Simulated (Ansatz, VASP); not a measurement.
**Two plane-wave programs on K2S**

The input POSCAR:

```
K2S
1.0
    0.0000000000      3.7753783582      3.7753783582
    3.7753783582      0.0000000000      3.7753783582
    3.7753783582      3.7753783582      0.0000000000
S K
1 2
Direct
    0.0000000000      0.0000000000      0.0000000000
    0.2500000000      0.2500000000      0.2500000000
    0.7500000000      0.7500000000      0.7500000000
```

INCAR.step1

```
PREC = Accurate
ENCUT = 550
ISMEAR = 0
SIGMA = 0.01
LREAL = False
LASPH = True
NELM = 120
NBANDS = 19
GGA = PE
ALGO = Normal
EDIFF = 1E-5
LWAVE = True
LCHARG = False
GGA_COMPAT = False
```

Contents of INCAR.step2:

```
PREC = Accurate
ENCUT = 550
EDIFF = 1E-6
ISMEAR = 0
SIGMA = 0.01
LREAL = False
LASPH = True
NELM = 120
ALGO = Normal
ISIF = 2
LWAVE = False
LCHARG = True
METAGGA = R2SCAN
LMIXTAU = True
LELF = True
LVHAR = True
NBANDS = 19
ISTART = 1
GGA_COMPAT = False
```

KPOINTS

```
regular mesh
0
Gamma
  6 6 6
```

Input for Ansatz:

```yaml
crystal:
  lattice:
    - [0.0, 3.7753783582, 3.7753783582]
    - [3.7753783582, 0.0, 3.7753783582]
    - [3.7753783582, 3.7753783582, 0.0]
  atoms:
    - { symbol: S, position: [0.0, 0.0, 0.0] }
    - { symbol: K, position: [0.25, 0.25, 0.25] }
    - { symbol: K, position: [0.75, 0.75, 0.75] }
kpoints:
  mp_grid: { grid: [6, 6, 6] }
hamiltonian:
  xc: r2scan
scf:
  occupations: { method: fixed }
  n_extra_bands: 4
output:
  forces: true
  stress: true
  eigenvalues: true
```

Alike in both runs: task single point; functional r2SCAN; k mesh 6 × 6 × 6; no spin polarisation.

|  | VASP | Ansatz |
| --- | --- | --- |
| version | VASP 6.6.1 | Ansatz 0.2.0 |
| potentials or method | VASP PAW PBE potentials, release 64 (S, K_sv) | plane waves, PAW |
| plane-wave cutoff (eV) | 550 | 500 |
| occupations | gaussian, width 0.01 eV | fixed |
| valence electrons in the cell | 24 | 24 |

```csv
,VASP,Ansatz,Ansatz less VASP
gap on the k mesh at the Fermi level (eV),2.61,2.61,-0.004
pressure (GPa),-1.0,-1.0,0.00
```

VASP's potentials were made for PBE, not for r2SCAN.
